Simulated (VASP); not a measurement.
# Ta2SiO3 (P-4m2) in VASP: a series of runs

Ta2SiO3 is run at these levels: PBE; tasks: single point, relaxation of cell and atoms.

Program: VASP 6.6.1. These are calculated values, not measurements. Logs are shortened: lines on timing, memory, paths and dates and some standing lists are left out, and cuts for length are marked.

### Step 1. The cell of the first run

The structure is tetragonal, space group P-4m2 (No. 115). Conventional cell: a = 2.926 Å, b = 2.926 Å, c = 7.995 Å, α = 90.00°, β = 90.00°, γ = 90.00°. Ta (site symmetry 2mm) has 7 O at 2.22 to 2.78 Å and 2 Si at 2.78 Å and 4 Ta at 2.93 Å within 3.0 Å. Within 2.8 Å of Si (site symmetry -4m2) lie 4 O at 2.07 Å and 4 Ta at 2.78 Å. O (site symmetry 2mm) has 5 Ta at 2.22 to 2.48 Å and 8 O at 2.67 to 2.93 Å within 3.0 Å. O (site symmetry -4m2) has 4 Si at 2.07 Å and 4 Ta at 2.78 Å within 2.8 Å.

The cell was generated, and may not be a known phase.

### Step 2. Single point, PBE

File INCAR:

```
SYSTEM = Ta2SiO3
PREC = Accurate
ENCUT = 520
EDIFF = 1E-7
ISMEAR = 0
SIGMA = 0.15
LREAL = .False.
LASPH = .True.
NELM = 60
ALGO = Normal
ISIF = 2
LWAVE = .False.
LCHARG = .False.
GGA = PE
NBANDS = 31
```

File KPOINTS:

```
regular mesh
0
Gamma
  4 4 2
  0 0 0
```

File POSCAR:

```
Ta2SiO3
1.0
    2.9263927810      0.0000000000      0.0000000000
    0.0000000000      2.9263927810      0.0000000000
    0.0000000000      0.0000000000      7.9946410707
Ta Si O
2 1 3
Direct
    0.0000000000      0.5000000000      0.7045919072
    0.5000000000      0.0000000000      0.2954080928
    0.0000000000      0.0000000000      0.0000000000
    0.0000000000      0.5000000000      0.3944563159
    0.5000000000      0.0000000000      0.6055436841
    0.5000000000      0.5000000000      0.0000000000
```

Potentials or basis: VASP PAW PBE potentials, release 64 (Ta_pv, Si, O).

On the command line:

```
> cat potpaw_PBE.64/Ta_pv/POTCAR potpaw_PBE.64/Si/POTCAR potpaw_PBE.64/O/POTCAR > POTCAR
> mpirun -np 1 vasp_std > vasp.out
```

OUTCAR:

```text
SYSTEM = Ta2SiO3
   PREC = Accurate
   ENCUT = 520
   EDIFF = 1E-7
   ISMEAR = 0
   LREAL = .False.
   LASPH = .True.
   NELM = 60
   ISIF = 2
   GGA = PE

 ion  position               nearest neighbor table
   1  0.000  0.500  0.705-   5 2.22   5 2.22   5 2.22   5 2.22   4 2.48   3 2.78   6 2.78   6 2.78
                             3 2.78
   2  0.500  0.000  0.295-   4 2.22   4 2.22   4 2.22   4 2.22   5 2.48   6 2.78   3 2.78   6 2.78
                             3 2.78
   3  0.000  0.000  0.000-   6 2.07   6 2.07   6 2.07   6 2.07   2 2.78   2 2.78   1 2.78   1 2.78

   4  0.000  0.500  0.394-   2 2.22   2 2.22   2 2.22   2 2.22   1 2.48
   5  0.500  0.000  0.606-   1 2.22   1 2.22   1 2.22   1 2.22   2 2.48
   6  0.500  0.500  0.000-   3 2.07   3 2.07   3 2.07   3 2.07   2 2.78   1 2.78   1 2.78   2 2.78

  LATTYP: Found a simple tetragonal cell.
 ALAT       =     2.9263927810
 C/A-ratio  =     2.7319097842

  Lattice vectors:

 A1 = (   2.9263927810,   0.0000000000,   0.0000000000)
 A2 = (   0.0000000000,   2.9263927810,   0.0000000000)
 A3 = (   0.0000000000,   0.0000000000,   7.9946410707)

Analysis of symmetry for initial positions (statically):
=====================================================================
 Subroutine PRICEL returns:
 Original cell was already a primitive cell.

 Routine SETGRP: Setting up the symmetry group for a
 simple tetragonal supercell.

 Subroutine GETGRP returns: Found  8 space group operations
 (whereof  8 operations were pure point group operations)
 out of a pool of 16 trial point group operations.

The static configuration has the point symmetry D_2d.

Analysis of symmetry for dynamics (positions and initial velocities):
=====================================================================
 Subroutine PRICEL returns:
 Original cell was already a primitive cell.

 Routine SETGRP: Setting up the symmetry group for a
 simple tetragonal supercell.

 Subroutine GETGRP returns: Found  8 space group operations
 (whereof  8 operations were pure point group operations)
 out of a pool of 16 trial point group operations.

The dynamic configuration has the point symmetry D_2d.

 Subroutine INISYM returns: Found  8 space group operations
 (whereof  8 operations are pure point group operations),
 and found     1 'primitive' translations

----------------------------------------------------------------------------------------

                                     Primitive cell

  volume of cell :      68.4643

  direct lattice vectors                    reciprocal lattice vectors
     2.926392781  0.000000000  0.000000000     0.341717628  0.000000000  0.000000000
     0.000000000  2.926392781  0.000000000     0.000000000  0.341717628  0.000000000
     0.000000000  0.000000000  7.994641071     0.000000000  0.000000000  0.125083789

  length of vectors
     2.926392781  2.926392781  7.994641071     0.341717628  0.341717628  0.125083789

  position of ions in fractional coordinates (direct lattice)
     0.000000000  0.500000000  0.704591907
     0.500000000  0.000000000  0.295408093
     0.000000000  0.000000000  0.000000000
     0.000000000  0.500000000  0.394456316
     0.500000000  0.000000000  0.605543684
     0.500000000  0.500000000  0.000000000

  ion indices of the primitive-cell ions
   primitive index   ion index
                 1           1
                 2           2
                 3           3
                 4           4
                 5           5
                 6           6

----------------------------------------------------------------------------------------

 KPOINTS: regular mesh

Automatic generation of k-mesh.
 Grid dimensions read from file:
 generate k-points for:    4    4    2

 Generating k-lattice:

  Cartesian coordinates                     Fractional coordinates (reciprocal lattice)
     0.085429407  0.000000000  0.000000000     0.250000000  0.000000000  0.000000000
     0.000000000  0.085429407  0.000000000     0.000000000  0.250000000  0.000000000
     0.000000000  0.000000000  0.062541895     0.000000000  0.000000000  0.500000000

  Length of vectors
     0.085429407  0.085429407  0.062541895

  Shift w.r.t. Gamma in fractional coordinates (k-lattice)
     0.000000000  0.000000000  0.000000000

 Subroutine IBZKPT returns following result:
 ===========================================

 Found     12 irreducible k-points:

 Following reciprocal coordinates:
            Coordinates               Weight
  0.000000  0.000000  0.000000      1.000000
  0.250000  0.000000  0.000000      4.000000
  0.500000  0.000000  0.000000      2.000000
  0.250000  0.250000  0.000000      4.000000
  0.500000  0.250000  0.000000      4.000000
  0.500000  0.500000  0.000000      1.000000
  0.000000  0.000000  0.500000      1.000000
  0.250000  0.000000  0.500000      4.000000
  0.500000  0.000000  0.500000      2.000000
  0.250000  0.250000  0.500000      4.000000
  0.500000  0.250000  0.500000      4.000000
  0.500000  0.500000  0.500000      1.000000
   k-points           NKPTS =     12   k-points in BZ     NKDIM =     12   number of bands    NBANDS=     31
   number of dos      NEDOS =    301   number of ions     NIONS =      6
   total plane-waves  NPLWV =  34560
   dimension x,y,z NGX =    24 NGY =   24 NGZ =   60
   dimension x,y,z NGXF=    48 NGYF=   48 NGZF=  120
   ions per type =               2   1   3
   NGX,Y,Z   is equivalent  to a cutoff of  13.63, 13.63, 12.48 a.u.
   NGXF,Y,Z  is equivalent  to a cutoff of  27.27, 27.27, 24.95 a.u.
 SYSTEM =  Ta2SiO3
   PREC   = accura    normal or accurate (medium, high low for compatibility)
   ISTART =      0    job   : 0-new  1-cont  2-samecut
   ICHARG =      2    charge: 1-file 2-atom 10-const
   ISPIN  =      1    spin polarized calculation?
   LNONCOLLINEAR =      F non collinear calculations
   LSORBIT =      F    spin-orbit coupling
   LASPH  =      T    aspherical Exc in radial PAW
   ENCUT  =  520.0 eV  38.22 Ry    6.18 a.u.   5.44  5.44 14.86*2*pi/ulx,y,z
   NELM   =     60;   NELMIN=  2; NELMDL= -5     # of ELM steps
   EDIFF  = 0.1E-06   stopping-criterion for ELM
   LREAL  =      F    real-space projection
   EDIFFG = 0.1E-05   stopping-criterion for IOM
   NSW    =      0    number of steps for IOM
   IBRION =     -1    ionic relax: 0-MD 1-quasi-New 2-CG
   NFREE  =      0    steps in history (QN), initial steepest desc. (CG)
   ISIF   =      2    stress and relaxation
   ISYM   =      2    0-nonsym 1-usesym 2-fastsym
   POTIM  = 0.5000    time-step for ionic-motion
   TEBEG  =    0.0;   TEEND  =   0.0 temperature during run
   PSTRESS=    0.0 pullay stress
   NELECT =      44.0000    total number of electrons
   NUPDOWN=      -1.0000    fix difference up-down
   EMIN   =  10.00;   EMAX   =-10.00  energy-range for DOS
   EFERMI =   0.00;   METHOD = LEGACY
   ISMEAR =     0;   SIGMA  =   0.15  broadening in eV -4-tet -1-fermi 0-gaus
   EFERMI_NEDOS =   21; number of points for ismear=-14 and -15
   IALGO  =     38    algorithm
   IMIX   =      4    mixing-type and parameters
     AMIX     =   0.40;   BMIX     =  1.00
     AMIX_MAG =   1.60;   BMIX_MAG =  1.00
  volume/ion in A,a.u.               =      11.41        77.00
  Fermi-wavevector in a.u.,A,eV,Ry     =   1.412768  2.669745 27.156068  1.995915
  Thomas-Fermi vector in A             =   2.534483
   LORBIT       =      0    0 simple, 1 ext, 2 COOP (PROOUT), +10 PAW based schemes
   GGA     = PE    functional components
   LHFCALC =     F    Hartree Fock is set to
   AEXX    =    0.0000 exact exchange contribution
   IVDW    =     0    specifies the selected vdW correction
   LEPSILON=     F    determine dielectric tensor
   LRPA    =     F    only Hartree local field effects (RPA)
 non-spin polarized calculation
 Gauss-broadening in eV      SIGMA  =   0.15
  energy-cutoff  :      520.00
  volume of cell :       68.46
 maximum number of plane-waves:      1877
 NGX is ok and might be reduce to    24
   NGX = 11   NGY = 11   NGZ = 29

 number of electron      43.9999994 magnetization

 Free energy of the ion-electron system (eV)
  ---------------------------------------------------
  ext. energy  EPLUGINS =         0.00000000
  ---------------------------------------------------
  free energy    TOTEN  =       -50.05662286 eV

  energy without entropy =      -49.98960605  energy(sigma->0) =      -50.02311446

 E-fermi :   8.5507     XC(G=0): -12.3582

 val. band max:        8.5215173750   @ k =   0.5000   0.5000   0.5000
 cond. band min:       8.5513130272   @ k =   0.5000   0.2500   0.0000
 fundamental gap:      0.0297956522
 Fermi energy:         8.5507486623

 k-point     1 :       0.0000    0.0000    0.0000
  band No.  band energies     occupation
      1     -27.5539      2.00000
      2     -27.4675      2.00000
      3     -27.1391      2.00000
      4     -27.1391      2.00000
      5     -27.0819      2.00000
      6     -27.0819      2.00000
[... 23 lines left out ...]
     30      11.2892      0.00000
     31      11.5139      0.00000

 k-point     2 :       0.2500    0.0000    0.0000
  band No.  band energies     occupation
      1     -27.5459      2.00000
      2     -27.4983      2.00000
      3     -27.4447      2.00000
      4     -27.4314      2.00000
      5     -27.1014      2.00000
      6     -27.0441      2.00000
[... 23 lines left out ...]
     30      12.2296      0.00000
     31      12.6053      0.00000

 k-point     3 :       0.5000    0.0000    0.0000
  band No.  band energies     occupation
      1     -27.8911      2.00000
      2     -27.8304      2.00000
      3     -27.4148      2.00000
      4     -27.4124      2.00000
      5     -27.0634      2.00000
      6     -27.0060      2.00000
[... 295 lines left out ...]
     30      13.4131      0.00000
     31      13.6181      0.00000

 k-point    12 :       0.5000    0.5000    0.5000
  band No.  band energies     occupation
      1     -27.7375      2.00000
      2     -27.7238      2.00000
      3     -27.6752      2.00000
      4     -27.6617      2.00000
      5     -27.3361      2.00000
      6     -27.3361      2.00000
[... 23 lines left out ...]
     30      14.4972      0.00000
     31      14.9220      0.00000

------------------------ aborting loop because EDIFF is reached ----------------------------------------

  FORCE on cell =-STRESS in cart. coord.  units (eV):
  Direction    XX          YY          ZZ          XY          YZ          ZX
  --------------------------------------------------------------------------------------
  -------------------------------------------------------------------------------------
  Total        0.2794998      0.2794998      0.1308438      0.0000000      0.0000000      0.0000000
  in kB        6.5407554      6.5407554      3.0619591      0.0000000      0.0000000      0.0000000
  external PRESSURE =       5.3811566 kB  Pullay stress =       0.0000000 kB

 VOLUME and BASIS-vectors are now :
 -----------------------------------------------------------------------------
  energy-cutoff  :      520.00
  volume of cell :       68.46
      direct lattice vectors                 reciprocal lattice vectors
     2.926392781  0.000000000  0.000000000     0.341717628  0.000000000  0.000000000
     0.000000000  2.926392781  0.000000000     0.000000000  0.341717628  0.000000000
     0.000000000  0.000000000  7.994641071     0.000000000  0.000000000  0.125083789

 POSITION                                       TOTAL-FORCE (eV/Angst)
 -----------------------------------------------------------------------------------
      0.00000      1.46320      5.63296         0.000000     -0.000000      0.075920
      1.46320      0.00000      2.36168         0.000000     -0.000000     -0.075920
      0.00000      0.00000      0.00000         0.000000     -0.000000      0.000000
      0.00000      1.46320      3.15354         0.000000     -0.000000      0.011700
      1.46320      0.00000      4.84110         0.000000     -0.000000     -0.011700
      1.46320      1.46320      0.00000         0.000000      0.000000      0.000000
 -----------------------------------------------------------------------------------
    total drift:                                0.000000     -0.000000     -0.000000

  FREE ENERGIE OF THE ION-ELECTRON SYSTEM (eV)
  ---------------------------------------------------
  free  energy   TOTEN  =       -50.0566228627 eV

  energy  without entropy=      -49.9896060514  energy(sigma->0) =      -50.02311446
```

Wall time 39 s (1 thread of Intel Xeon 8259CL, shared host); peak memory 0.19 GiB.

Results:

* Free energy: -50.0566 eV
* Pressure: 0.5 GPa
* Largest force: 0.076 eV/Å
* Band gap on the k mesh: zero (bands 22 and 23 overlap by 0.97 eV)

Forces on the atoms (eV/Å):
```
Ta   0.000  0.000  0.076
Ta   0.000  0.000 -0.076
Si   0.000  0.000  0.000
O    0.000  0.000  0.012
O    0.000  0.000 -0.012
O    0.000  0.000  0.000
```

Caveat: the k points lie up to 0.54 Å⁻¹ apart, too coarse for converged energies and pressures of a metal; spin-orbit coupling is left out, which moves the levels of the heavy elements.

(Continued in part 2 of 2.)

The gap in the log of VASP goes by the Fermi energy; the results here count the filled bands.